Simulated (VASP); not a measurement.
# RbHg6 (Fm-3m) in VASP: single point with PBE

Aim: the single point of RbHg6 with PBE.

All numbers are computed with VASP 6.6.1; they aren't measurements. Logs are shortened: lines on timing, memory, paths and dates and some standing lists are left out, and cuts for length are marked.

## Step 1: The cell of the first run

It takes space group Fm-3m (No. 225, cubic). Conventional cell: a = 10.176 Å, b = 10.176 Å, c = 10.176 Å, α = 90.00°, β = 90.00°, γ = 90.00°. Within 4.7 Å of Rb (site symmetry m-3m) lie 12 Hg at 3.60 Å. Hg (site symmetry mmm) has 8 Hg at 3.60 Å and 2 Rb at 3.60 Å within 4.7 Å.

The cell was generated, and may not be a known phase.

## Step 2: Single point, PBE

INCAR

```
PREC = Accurate
ENCUT = 520
EDIFF = 1E-7
ISMEAR = 0
SIGMA = 0.1
LREAL = F
LASPH = T
NELM = 100
ALGO = Fast
ISIF = 2
LWAVE = F
LCHARG = T
GGA = PE
LELF = T
LVHAR = T
NBANDS = 50
```

KPOINTS

```
regular mesh
0
Gamma
  4 4 4
```

POSCAR

```
RbHg6
1.0
    0.0000000000      5.0880842000      5.0880842000
    5.0880842000      0.0000000000      5.0880842000
    5.0880842000      5.0880842000      0.0000000000
Rb Hg
1 6
Direct
    0.0000000000      0.0000000000      0.0000000000
    0.5000000000      0.5000000000      0.0000000000
    0.5000000000      0.0000000000      0.5000000000
    0.0000000000      0.0000000000      0.5000000000
    0.0000000000      0.5000000000      0.0000000000
    0.0000000000      0.5000000000      0.5000000000
    0.5000000000      0.0000000000      0.0000000000
```

Potentials or basis: VASP PAW PBE potentials, release 64 (Rb_sv, Hg).

Command:

```bash
> cat potpaw_PBE.64/Rb_sv/POTCAR potpaw_PBE.64/Hg/POTCAR > POTCAR
> mpirun -np 1 vasp_std > vasp.out
```

OUTCAR:

```text
PREC = Accurate
   ENCUT = 520
   EDIFF = 1E-7
   ISMEAR = 0
   LREAL = F
   LASPH = T
   NELM = 100
   ISIF = 2
   GGA = PE

 ion  position               nearest neighbor table
   1  0.000  0.000  0.000-   4 3.60   5 3.60   7 3.60   3 3.60   4 3.60   6 3.60   2 3.60   5 3.60
                             6 3.60   2 3.60   3 3.60   7 3.60
   2  0.500  0.500  0.000-   5 3.60   7 3.60   3 3.60   6 3.60   1 3.60   3 3.60   7 3.60   1 3.60
                             5 3.60   6 3.60
   3  0.500  0.000  0.500-   4 3.60   7 3.60   1 3.60   2 3.60   7 3.60   2 3.60   6 3.60   1 3.60
                             4 3.60   6 3.60
   4  0.000  0.000  0.500-   1 3.60   3 3.60   6 3.60   1 3.60   5 3.60   7 3.60   5 3.60   6 3.60
                             3 3.60   7 3.60
   5  0.000  0.500  0.000-   1 3.60   2 3.60   6 3.60   4 3.60   6 3.60   1 3.60   4 3.60   7 3.60
                             2 3.60   7 3.60
   6  0.000  0.500  0.500-   4 3.60   5 3.60   1 3.60   2 3.60   5 3.60   1 3.60   3 3.60   4 3.60
                             2 3.60   3 3.60
   7  0.500  0.000  0.000-   1 3.60   2 3.60   3 3.60   3 3.60   4 3.60   2 3.60   5 3.60   1 3.60
                             4 3.60   5 3.60

  LATTYP: Found a face centered cubic cell.
 ALAT       =    10.1761684000

  Lattice vectors:

 A1 = (   0.0000000000,   5.0880842000,   5.0880842000)
 A2 = (   5.0880842000,   0.0000000000,   5.0880842000)
 A3 = (   5.0880842000,   5.0880842000,   0.0000000000)

Analysis of symmetry for initial positions (statically):
=====================================================================
 Subroutine PRICEL returns:
 Original cell was already a primitive cell.

 Routine SETGRP: Setting up the symmetry group for a
 face centered cubic supercell.

 Subroutine GETGRP returns: Found 48 space group operations
 (whereof 48 operations were pure point group operations)
 out of a pool of 48 trial point group operations.

The static configuration has the point symmetry O_h .

Analysis of symmetry for dynamics (positions and initial velocities):
=====================================================================
 Subroutine PRICEL returns:
 Original cell was already a primitive cell.

 Routine SETGRP: Setting up the symmetry group for a
 face centered cubic supercell.

 Subroutine GETGRP returns: Found 48 space group operations
 (whereof 48 operations were pure point group operations)
 out of a pool of 48 trial point group operations.

The dynamic configuration has the point symmetry O_h .

 Subroutine INISYM returns: Found 48 space group operations
 (whereof 48 operations are pure point group operations),
 and found     1 'primitive' translations

----------------------------------------------------------------------------------------

                                     Primitive cell

  volume of cell :     263.4468

  direct lattice vectors                    reciprocal lattice vectors
     0.000000000  5.088084200  5.088084200    -0.098268814  0.098268814  0.098268814
     5.088084200  0.000000000  5.088084200     0.098268814 -0.098268814  0.098268814
     5.088084200  5.088084200  0.000000000     0.098268814  0.098268814 -0.098268814

  length of vectors
     7.195637682  7.195637682  7.195637682     0.170206579  0.170206579  0.170206579

  position of ions in fractional coordinates (direct lattice)
     0.000000000  0.000000000  0.000000000
     0.500000000  0.500000000  0.000000000
     0.500000000  0.000000000  0.500000000
     0.000000000  0.000000000  0.500000000
     0.000000000  0.500000000  0.000000000
     0.000000000  0.500000000  0.500000000
     0.500000000  0.000000000  0.000000000

  ion indices of the primitive-cell ions
   primitive index   ion index
                 1           1
                 2           2
                 3           3
                 4           4
                 5           5
                 6           6
                 7           7

----------------------------------------------------------------------------------------

 KPOINTS: regular mesh

Automatic generation of k-mesh.
 Grid dimensions read from file:
 generate k-points for:    4    4    4

 Generating k-lattice:

  Cartesian coordinates                     Fractional coordinates (reciprocal lattice)
    -0.024567204  0.024567204  0.024567204     0.250000000  0.000000000  0.000000000
     0.024567204 -0.024567204  0.024567204     0.000000000  0.250000000  0.000000000
     0.024567204  0.024567204 -0.024567204     0.000000000  0.000000000  0.250000000

  Length of vectors
     0.042551645  0.042551645  0.042551645

  Shift w.r.t. Gamma in fractional coordinates (k-lattice)
     0.000000000  0.000000000  0.000000000

 Subroutine IBZKPT returns following result:
 ===========================================

 Found      8 irreducible k-points:

 Following reciprocal coordinates:
            Coordinates               Weight
  0.000000  0.000000  0.000000      1.000000
  0.250000  0.000000  0.000000      8.000000
  0.500000  0.000000  0.000000      4.000000
  0.250000  0.250000  0.000000      6.000000
  0.500000  0.250000  0.000000     24.000000
 -0.250000  0.250000  0.000000     12.000000
  0.500000  0.500000  0.000000      3.000000
 -0.250000  0.500000  0.250000      6.000000
   k-points           NKPTS =      8   k-points in BZ     NKDIM =      8   number of bands    NBANDS=     50
   number of dos      NEDOS =    301   number of ions     NIONS =      7
   total plane-waves  NPLWV = 157464
   dimension x,y,z NGX =    54 NGY =   54 NGZ =   54
   dimension x,y,z NGXF=   108 NGYF=  108 NGZF=  108
   ions per type =               1   6
   NGX,Y,Z   is equivalent  to a cutoff of  12.48, 12.48, 12.48 a.u.
   NGXF,Y,Z  is equivalent  to a cutoff of  24.95, 24.95, 24.95 a.u.
 SYSTEM =  unknown system
   PREC   = accura    normal or accurate (medium, high low for compatibility)
   ISTART =      0    job   : 0-new  1-cont  2-samecut
   ICHARG =      2    charge: 1-file 2-atom 10-const
   ISPIN  =      1    spin polarized calculation?
   LNONCOLLINEAR =      F non collinear calculations
   LSORBIT =      F    spin-orbit coupling
   LASPH  =      T    aspherical Exc in radial PAW
   ENCUT  =  520.0 eV  38.22 Ry    6.18 a.u.  13.38 13.38 13.38*2*pi/ulx,y,z
   NELM   =    100;   NELMIN=  2; NELMDL= -5     # of ELM steps
   EDIFF  = 0.1E-06   stopping-criterion for ELM
   LREAL  =      F    real-space projection
   EDIFFG = 0.1E-05   stopping-criterion for IOM
   NSW    =      0    number of steps for IOM
   IBRION =     -1    ionic relax: 0-MD 1-quasi-New 2-CG
   NFREE  =      0    steps in history (QN), initial steepest desc. (CG)
   ISIF   =      2    stress and relaxation
   ISYM   =      2    0-nonsym 1-usesym 2-fastsym
   POTIM  = 0.5000    time-step for ionic-motion
   TEBEG  =    0.0;   TEEND  =   0.0 temperature during run
   PSTRESS=    0.0 pullay stress
   NELECT =      81.0000    total number of electrons
   NUPDOWN=      -1.0000    fix difference up-down
   EMIN   =  10.00;   EMAX   =-10.00  energy-range for DOS
   EFERMI =   0.00;   METHOD = LEGACY
   ISMEAR =     0;   SIGMA  =   0.10  broadening in eV -4-tet -1-fermi 0-gaus
   EFERMI_NEDOS =   21; number of points for ismear=-14 and -15
   IALGO  =     68    algorithm
   IMIX   =      4    mixing-type and parameters
     AMIX     =   0.40;   BMIX     =  1.00
     AMIX_MAG =   1.60;   BMIX_MAG =  1.00
  volume/ion in A,a.u.               =      37.64       253.98
  Fermi-wavevector in a.u.,A,eV,Ry     =   1.104940  2.088035 16.611264  1.220893
  Thomas-Fermi vector in A             =   2.241420
   LORBIT       =      0    0 simple, 1 ext, 2 COOP (PROOUT), +10 PAW based schemes
   GGA     = PE    functional components
   LHFCALC =     F    Hartree Fock is set to
   AEXX    =    0.0000 exact exchange contribution
   IVDW    =     0    specifies the selected vdW correction
   LEPSILON=     F    determine dielectric tensor
   LRPA    =     F    only Hartree local field effects (RPA)
 non-spin polarized calculation
 RMM-DIIS sequential band-by-band and
 Gauss-broadening in eV      SIGMA  =   0.10
  energy-cutoff  :      520.00
  volume of cell :      263.45
 maximum number of plane-waves:      7120
 NGX is ok and might be reduce to    54
   NGX = 27   NGY = 27   NGZ = 27

 number of electron      81.0000005 magnetization

 Free energy of the ion-electron system (eV)
  ---------------------------------------------------
  ext. energy  EPLUGINS =         0.00000000
  ---------------------------------------------------
  free energy    TOTEN  =        -2.70631016 eV

  energy without entropy =       -2.68470691  energy(sigma->0) =       -2.69550853

 E-fermi :   0.9869     XC(G=0):  -8.2685

 val. band max:        0.9440618555   @ k =   0.5000   0.0000   0.0000
 cond. band min:       1.0257471381   @ k =   0.5000   0.2500   0.0000
 fundamental gap:      0.0816852826
 Fermi energy:         0.9869330446

 k-point     1 :       0.0000    0.0000    0.0000
  band No.  band energies     occupation
      1     -27.0529      2.00000
      2     -11.2321      2.00000
      3     -11.2321      2.00000
      4     -11.2321      2.00000
      5      -6.3952      2.00000
      6      -6.3531      2.00000
[... 42 lines left out ...]
     49       6.1950      0.00000
     50       6.2071      0.00000

 k-point     2 :       0.2500    0.0000    0.0000
  band No.  band energies     occupation
      1     -27.0528      2.00000
      2     -11.2557      2.00000
      3     -11.2384      2.00000
      4     -11.2384      2.00000
      5      -6.3413      2.00000
      6      -6.2859      2.00000
[... 42 lines left out ...]
     49       4.5728      0.00000
     50       6.2134      0.00000

 k-point     3 :       0.5000    0.0000    0.0000
  band No.  band energies     occupation
      1     -27.0526      2.00000
      2     -11.2787      2.00000
      3     -11.2447      2.00000
      4     -11.2447      2.00000
      5      -6.3103      2.00000
      6      -6.2517      2.00000
[... 254 lines left out ...]
     49       4.5161      0.00000
     50       4.5329      0.00000

 k-point     8 :      -0.2500    0.5000    0.2500
  band No.  band energies     occupation
      1     -27.0525      2.00000
      2     -11.2679      2.00000
      3     -11.2679      2.00000
      4     -11.2565      2.00000
      5      -6.2123      2.00000
      6      -6.1341      2.00000
[... 42 lines left out ...]
     49       4.1845      0.00000
     50       4.2703      0.00000

------------------------ aborting loop because EDIFF is reached ----------------------------------------

  FORCE on cell =-STRESS in cart. coord.  units (eV):
  Direction    XX          YY          ZZ          XY          YZ          ZX
  --------------------------------------------------------------------------------------
  -------------------------------------------------------------------------------------
  Total       -0.0097527     -0.0097527     -0.0097527      0.0000000      0.0000000      0.0000000
  in kB       -0.0593118     -0.0593118     -0.0593118      0.0000000      0.0000000      0.0000000
  external PRESSURE =      -0.0593118 kB  Pullay stress =       0.0000000 kB

 VOLUME and BASIS-vectors are now :
 -----------------------------------------------------------------------------
  energy-cutoff  :      520.00
  volume of cell :      263.45
      direct lattice vectors                 reciprocal lattice vectors
     0.000000000  5.088084200  5.088084200    -0.098268814  0.098268814  0.098268814
     5.088084200  0.000000000  5.088084200     0.098268814 -0.098268814  0.098268814
     5.088084200  5.088084200  0.000000000     0.098268814  0.098268814 -0.098268814

 POSITION                                       TOTAL-FORCE (eV/Angst)
 -----------------------------------------------------------------------------------
      0.00000      0.00000      0.00000         0.000000     -0.000000     -0.000000
      2.54404      2.54404      5.08808         0.000000     -0.000000     -0.000000
      2.54404      5.08808      2.54404        -0.000000      0.000000     -0.000000
      2.54404      2.54404      0.00000         0.000000     -0.000000     -0.000000
      2.54404      0.00000      2.54404         0.000000     -0.000000      0.000000
      5.08808      2.54404      2.54404         0.000000      0.000000     -0.000000
      0.00000      2.54404      2.54404         0.000000     -0.000000      0.000000
 -----------------------------------------------------------------------------------
    total drift:                                0.000000      0.000000     -0.000000

  FREE ENERGIE OF THE ION-ELECTRON SYSTEM (eV)
  ---------------------------------------------------
  free  energy   TOTEN  =        -2.7063101590 eV

  energy  without entropy=       -2.6847069069  energy(sigma->0) =       -2.69550853
```

Wall time 3.7 min (1 thread of Intel Xeon Platinum 8488C (Sapphire Rapids), shared host); peak memory 0.43 GiB.

Results:

```
Free energy            : -2.7063 eV
Pressure               : 0.0 GPa
Band gap on the k mesh : zero (an odd number of electrons rules out a gap without spin polarisation)
```

Levels at points of the mesh, in eV from the Fermi level:
```tsv
k point	band 38	band 39	band 40	band 41	band 42	band 43	band 44	band 45
(0.00, 0.00, 0.00)	-3.24	-1.74	-1.74	-1.12	0.13	0.13	0.13	0.71
(0.50, 0.00, 0.00)	-3.03	-2.89	-2.89	-0.52	-0.04	1.52	1.52	1.97
(0.50, 0.50, 0.00)	-3.75	-3.75	-1.54	-0.62	1.34	1.34	2.48	2.59
```

Caveat: spin-orbit coupling is left out, which moves the levels of the heavy elements.

The gap in the log of VASP goes by the Fermi energy; the results here count the filled bands.